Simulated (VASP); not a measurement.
# C in VASP: relaxation of the atoms with PBE+D3(BJ)

Aim: the relaxation of the atoms of C with PBE+D3(BJ).

Program: VASP 6.6.1. These are calculated values, not measurements. Logs are shortened: lines on timing, memory, paths and dates and some standing lists are left out, and cuts for length are marked.

**1. The cell of the first run**

The cell holds a slab with vacuum, 4 atoms: a = 2.466 Å, b = 2.466 Å, c = 17.500 Å, α = 90.00°, β = 90.00°, γ = 120.00°.

**2. Relaxation of the atoms, PBE+D3(BJ) (layers slid over each other)**

The input, INCAR:

```
SYSTEM = C
PREC = Accurate
ENCUT = 520
EDIFF = 1E-6
ISMEAR = 0
SIGMA = 0.1
LREAL = .False.
LASPH = .True.
NELM = 80
ALGO = Normal
ISIF = 2
LWAVE = .False.
LCHARG = .False.
LDIPOL = .True.
IDIPOL = 3
DIPOL = 0.5 0.5 0.354
GGA = PE
IVDW = 12
IBRION = 2
NSW = 40
EDIFFG = -0.003
```

The input, KPOINTS:

```
regular mesh
0
Gamma
  15 15 1
  0 0 0
```

The input, POSCAR:

```
C
1.0
    2.4656524409      0.0000000000      0.0000000000
   -1.2328262205      2.1353176508      0.0000000000
    0.0000000000      0.0000000000     17.5000663883
C
4
Selective dynamics
Direct
    0.6666666667      0.3333333333      0.2571677155  F F T
    0.3333333333      0.6666666667      0.2571418816  F F F
    0.6666666667      0.6666666667      0.4510311737  F F T
    1.0000000000      0.3333333333      0.4510643058  F F T
```

Potentials or basis: VASP PAW PBE potentials, release 64 (C).

Run with:

```sh
> cat potpaw_PBE.64/C/POTCAR > POTCAR
> mpirun -np 1 vasp_std > vasp.out
```

OUTCAR:

```text
SYSTEM = C
   PREC = Accurate
   ENCUT = 520
   EDIFF = 1E-6
   ISMEAR = 0
   LREAL = .False.
   LASPH = .True.
   NELM = 80
   ISIF = 2
   GGA = PE
   IVDW = 12
   IBRION = 2
   NSW = 40
   EDIFFG = -0.003
 IVDW          = 12

 ion  position               nearest neighbor table
   1  0.667  0.333  0.257-   2 1.42   2 1.42   2 1.42
   2  0.333  0.667  0.257-   1 1.42   1 1.42   1 1.42
   3  0.667  0.667  0.451-   4 1.42   4 1.42   4 1.42
   4  0.000  0.333  0.451-   3 1.42   3 1.42   3 1.42

  LATTYP: Found a hexagonal cell.
 ALAT       =     2.4656524409
 C/A-ratio  =     7.0975398227

  Lattice vectors:

 A1 = (   2.4656524409,   0.0000000000,   0.0000000000)
 A2 = (  -1.2328262205,   2.1353176508,   0.0000000000)
 A3 = (   0.0000000000,   0.0000000000,  17.5000663883)

Analysis of symmetry for initial positions (statically):
=====================================================================
 Subroutine PRICEL returns:
 Original cell was already a primitive cell.

 Routine SETGRP: Setting up the symmetry group for a
 hexagonal supercell.

 Subroutine GETGRP returns: Found  2 space group operations
 (whereof  1 operations were pure point group operations)
 out of a pool of 24 trial point group operations.

The static configuration has the point symmetry C_1 .
 The point group associated with its full space group is S_2 .

Analysis of symmetry for dynamics (positions and initial velocities):
=====================================================================
 Subroutine PRICEL returns:
 Original cell was already a primitive cell.

 Routine SETGRP: Setting up the symmetry group for a
 hexagonal supercell.

 Subroutine GETGRP returns: Found  2 space group operations
 (whereof  1 operations were pure point group operations)
 out of a pool of 24 trial point group operations.

The dynamic configuration has the point symmetry C_1 .
 The point group associated with its full space group is S_2 .

Analysis of constrained symmetry for selective dynamics:
=====================================================================
 Subroutine PRICEL returns:
 Original cell was already a primitive cell.

 Routine SETGRP: Setting up the symmetry group for a
 hexagonal supercell.

 Subroutine GETGRP returns: Found  1 space group operations
 (whereof  1 operations were pure point group operations)
 out of a pool of 24 trial point group operations.

The constrained configuration has the point symmetry C_1 .

 Subroutine INISYM returns: Found  1 space group operations
 (whereof  1 operations are pure point group operations),
 and found     1 'primitive' translations

----------------------------------------------------------------------------------------

                                     Primitive cell

  volume of cell :      92.1370

  direct lattice vectors                    reciprocal lattice vectors
     2.465652441  0.000000000  0.000000000     0.405572166  0.234157199  0.000000000
    -1.232826221  2.135317651  0.000000000     0.000000000  0.468314398  0.000000000
     0.000000000  0.000000000 17.500066388     0.000000000  0.000000000  0.057142640

  length of vectors
     2.465652441  2.465652441 17.500066388     0.468314398  0.468314398  0.057142640

  position of ions in fractional coordinates (direct lattice)
     0.666666667  0.333333333  0.257167716
     0.333333333  0.666666667  0.257141882
     0.666666667  0.666666667  0.451031174
     0.000000000  0.333333333  0.451064306

  ion indices of the primitive-cell ions
   primitive index   ion index
                 1           1
                 2           2
                 3           3
                 4           4

----------------------------------------------------------------------------------------

 KPOINTS: regular mesh

Automatic generation of k-mesh.
 Grid dimensions read from file:
 generate k-points for:   15   15    1

 Generating k-lattice:

  Cartesian coordinates                     Fractional coordinates (reciprocal lattice)
     0.027038144  0.015610480  0.000000000     0.066666667  0.000000000  0.000000000
     0.000000000  0.031220960  0.000000000     0.000000000  0.066666667  0.000000000
     0.000000000  0.000000000  0.057142640     0.000000000  0.000000000  1.000000000

  Length of vectors
     0.031220960  0.031220960  0.057142640

  Shift w.r.t. Gamma in fractional coordinates (k-lattice)
     0.000000000  0.000000000  0.000000000

 Subroutine IBZKPT returns following result:
 ===========================================

 Found    113 irreducible k-points:

 Following reciprocal coordinates:
            Coordinates               Weight
  0.000000  0.000000  0.000000      1.000000
  0.066667  0.000000  0.000000      2.000000
  0.000000  0.066667  0.000000      2.000000
 -0.066667  0.066667  0.000000      2.000000
  0.133333 -0.000000  0.000000      2.000000
  0.000000  0.133333  0.000000      2.000000
[... 16 lines left out ...]
  0.066667  0.066667  0.000000      2.000000
 -0.066667  0.133333  0.000000      2.000000
 [... further k-points ...]
   k-points           NKPTS =    113   k-points in BZ     NKDIM =    113   number of bands    NBANDS=     12
   number of dos      NEDOS =    301   number of ions     NIONS =      4
   total plane-waves  NPLWV =  45360
   dimension x,y,z NGX =    18 NGY =   18 NGZ =  140
   dimension x,y,z NGXF=    36 NGYF=   36 NGZF=  280
   ions per type =               4
   NGX,Y,Z   is equivalent  to a cutoff of  12.14, 12.14, 13.30 a.u.
   NGXF,Y,Z  is equivalent  to a cutoff of  24.27, 24.27, 26.60 a.u.
 SYSTEM =  C
   PREC   = accura    normal or accurate (medium, high low for compatibility)
   ISTART =      0    job   : 0-new  1-cont  2-samecut
   ICHARG =      2    charge: 1-file 2-atom 10-const
   ISPIN  =      1    spin polarized calculation?
   LNONCOLLINEAR =      F non collinear calculations
   LSORBIT =      F    spin-orbit coupling
   LASPH  =      T    aspherical Exc in radial PAW
   ENCUT  =  520.0 eV  38.22 Ry    6.18 a.u.   4.58  4.58 32.54*2*pi/ulx,y,z
   NELM   =     80;   NELMIN=  2; NELMDL= -5     # of ELM steps
   EDIFF  = 0.1E-05   stopping-criterion for ELM
   LREAL  =      F    real-space projection
   EDIFFG = -.3E-02   stopping-criterion for IOM
   NSW    =     40    number of steps for IOM
   IBRION =      2    ionic relax: 0-MD 1-quasi-New 2-CG
   NFREE  =      1    steps in history (QN), initial steepest desc. (CG)
   ISIF   =      2    stress and relaxation
   ISYM   =      2    0-nonsym 1-usesym 2-fastsym
   POTIM  = 0.5000    time-step for ionic-motion
   TEBEG  =    0.0;   TEEND  =   0.0 temperature during run
   PSTRESS=    0.0 pullay stress
   NELECT =      16.0000    total number of electrons
   NUPDOWN=      -1.0000    fix difference up-down
   EMIN   =  10.00;   EMAX   =-10.00  energy-range for DOS
   EFERMI =   0.00;   METHOD = LEGACY
   ISMEAR =     0;   SIGMA  =   0.10  broadening in eV -4-tet -1-fermi 0-gaus
   EFERMI_NEDOS =   21; number of points for ismear=-14 and -15
   IALGO  =     38    algorithm
   IMIX   =      4    mixing-type and parameters
     AMIX     =   0.40;   BMIX     =  1.00
     AMIX_MAG =   1.60;   BMIX_MAG =  1.00
  volume/ion in A,a.u.               =      23.03       155.44
  Fermi-wavevector in a.u.,A,eV,Ry     =   0.913349  1.725980 11.350070  0.834207
  Thomas-Fermi vector in A             =   2.037850
   LORBIT       =      0    0 simple, 1 ext, 2 COOP (PROOUT), +10 PAW based schemes
   GGA     = PE    functional components
   LHFCALC =     F    Hartree Fock is set to
   AEXX    =    0.0000 exact exchange contribution
   IVDW    =    12    specifies the selected vdW correction
   LEPSILON=     F    determine dielectric tensor
   LRPA    =     F    only Hartree local field effects (RPA)
 conjugate gradient relaxation of ions
 non-spin polarized calculation
 Gauss-broadening in eV      SIGMA  =   0.10
  energy-cutoff  :      520.00
  volume of cell :       92.14
 maximum number of plane-waves:      2516
   NGX =  9   NGY =  9   NGZ = 65

--------------------------------------- Ionic step        1  -------------------------------------------

 number of electron      15.9999996 magnetization

 Free energy of the ion-electron system (eV)
  ---------------------------------------------------
  ext. energy  EPLUGINS =         0.00000000
  ---------------------------------------------------
  free energy    TOTEN  =       -36.87103344 eV

  energy without entropy =      -36.87099555  energy(sigma->0) =      -36.87101449

------------------------ aborting loop because EDIFF is reached ----------------------------------------

 Edisp (eV)   -0.47580

 E8    (eV) :    -0.1421

  FORCE on cell =-STRESS in cart. coord.  units (eV):
  Direction    XX          YY          ZZ          XY          YZ          ZX
  --------------------------------------------------------------------------------------
  -------------------------------------------------------------------------------------
  Total       0.12606     0.08705     0.04923    -0.00002    -0.00004     0.06128
  in kB       2.19213     1.51366     0.85598    -0.00038    -0.00075     1.06562
  external pressure =        1.52 kB  Pullay stress =        0.00 kB
[... 103 lines left out ...]
  FREE ENERGIE OF THE ION-ELECTRON SYSTEM (eV)
  ---------------------------------------------------
  free  energy   TOTEN  =       -37.3468570674 eV

  energy  without entropy=      -37.3468186548  energy(sigma->0) =      -37.34683786

 dipolmoment           0.000000      0.000000     -0.000029 electrons x Angstroem

[... ionic steps 4 to 22 ...]

--------------------------------------- Ionic step       23  -------------------------------------------

 number of electron      15.9999996 magnetization

------------------------ aborting loop because EDIFF is reached ----------------------------------------

 Edisp (eV)   -0.46955

 E8    (eV) :    -0.1399
[... 73 lines left out ...]
  energy  without entropy=      -37.3474393375  energy(sigma->0) =      -37.34747650

--------------------------------------- Ionic step       25  -------------------------------------------

 number of electron      15.9999996 magnetization

 dipolmoment           0.000000      0.000000      0.000021 electrons x Angstroem

 Free energy of the ion-electron system (eV)
  ---------------------------------------------------
  ext. energy  EPLUGINS =         0.00000000
  ---------------------------------------------------
  free energy    TOTEN  =       -36.87794241 eV

  energy without entropy =      -36.87786793  energy(sigma->0) =      -36.87790517

 E-fermi :  -0.8330     XC(G=0):  -4.4685

 val. band max:       -0.9945099416   @ k =   0.3333   0.3333   0.0000
 cond. band min:      -0.6716546008   @ k =   0.3333   0.3333   0.0000
 fundamental gap:      0.3228553408
 Fermi energy:        -0.8330377539

 k-point     1 :       0.0000    0.0000    0.0000
  band No.  band energies     occupation
      1     -20.4068      2.00000
      2     -20.2880      2.00000
      3      -8.8539      2.00000
      4      -8.0183      2.00000
      5      -3.8674      2.00000
      6      -3.8671      2.00000
      7      -3.8608      2.00000
      8      -3.8605      2.00000
      9       2.5505      0.00000
     10       3.0158      0.00000
     11       3.8960      0.00000
     12       5.6921      0.00000
[... 331 lines left out ...]
 k-point    24 :      -0.0667    0.1333    0.0000
  band No.  band energies     occupation
      1     -20.0907      2.00000
      2     -19.9744      2.00000
      3      -8.4740      2.00000
      4      -7.6487      2.00000
      5      -5.0179      2.00000
      6      -5.0082      2.00000
      7      -4.5326      2.00000
      8      -4.5287      2.00000
      9       2.9751      0.00000
     10       3.4437      0.00000
     11       4.3250      0.00000
     12       6.0923      0.00000

 [... further k-points ...]

------------------------ aborting loop because EDIFF is reached ----------------------------------------

 vacuum level on the upper side and lower side of the slab       (xc-potential included)        -0.086        -0.078

 Edisp (eV)   -0.46957

 E8    (eV) :    -0.1399

  FORCE on cell =-STRESS in cart. coord.  units (eV):
  Direction    XX          YY          ZZ          XY          YZ          ZX
  --------------------------------------------------------------------------------------
  -------------------------------------------------------------------------------------
  Total       0.13207     0.09994    -0.02620    -0.00001     0.00000     0.04868
  in kB       2.29650     1.73779    -0.45554    -0.00011     0.00004     0.84647
  external pressure =        1.19 kB  Pullay stress =        0.00 kB
[... 19 lines left out ...]
  FREE ENERGIE OF THE ION-ELECTRON SYSTEM (eV)
  ---------------------------------------------------
  free  energy   TOTEN  =       -37.3475139687 eV

  energy  without entropy=      -37.3474394802  energy(sigma->0) =      -37.34747672

 reached required accuracy - stopping structural energy minimisation

 vacuum level on the upper side and lower side of the slab         3.323         3.333
```

Wall time 10 min (1 thread of Intel Xeon Platinum 8488C (Sapphire Rapids), shared host); peak memory 0.26 GiB.

Results:

| Property | Result |
| --- | --- |
| Free energy | -37.3475 eV |
| Energy gained by relaxing | 0.2 meV/atom |
| Ionic steps | 25 |
| Dispersion energy per atom | -0.117 eV |

Step by step:
```
step  energy change (eV)  largest force on free atoms (eV/Å)  pressure (GPa)
   1              0.0000                              0.0206            0.15
   2              0.0000                              0.0159            0.15
   3              0.0000                              0.0204            0.15
   4              0.0000                              0.0109            0.15
   5             -0.0001                              0.0187            0.15
   6             -0.0001                              0.0180            0.15
   7             -0.0001                              0.0159            0.15
   8             -0.0002                              0.0104            0.15
   9             -0.0003                              0.0154            0.14
  10             -0.0004                              0.0375            0.14
  11             -0.0004                              0.0505            0.13
  12             -0.0005                              0.0497            0.13
  13             -0.0005                              0.0486            0.13
  14             -0.0005                              0.0459            0.13
  15             -0.0006                              0.0411            0.13
  16             -0.0006                              0.0430            0.12
  17             -0.0006                              0.0383            0.12
  18             -0.0006                              0.0361            0.12
  19             -0.0006                              0.0375            0.12
  20             -0.0007                              0.0257            0.12
  21             -0.0007                              0.0056            0.12
  22             -0.0007                              0.0040            0.12
  23             -0.0007                              0.0044            0.12
  24             -0.0007                              0.0031            0.12
  25             -0.0007                              0.0028            0.12
```

Final structure:
```xyz
4
Lattice="2.4657 0.0000 0.0000 -1.2328 2.1353 0.0000 0.0000 0.0000 17.5001" Properties=species:S:1:pos:R:3 pbc="T T T"
C     1.2328    0.7118    4.5001
C     0.0000    1.4235    4.5000
C     0.8219    1.4235    7.9589
C    -0.4109    0.7118    7.9587
```

Caveat: the cell differs from its parent crystal (layers slid over each other).
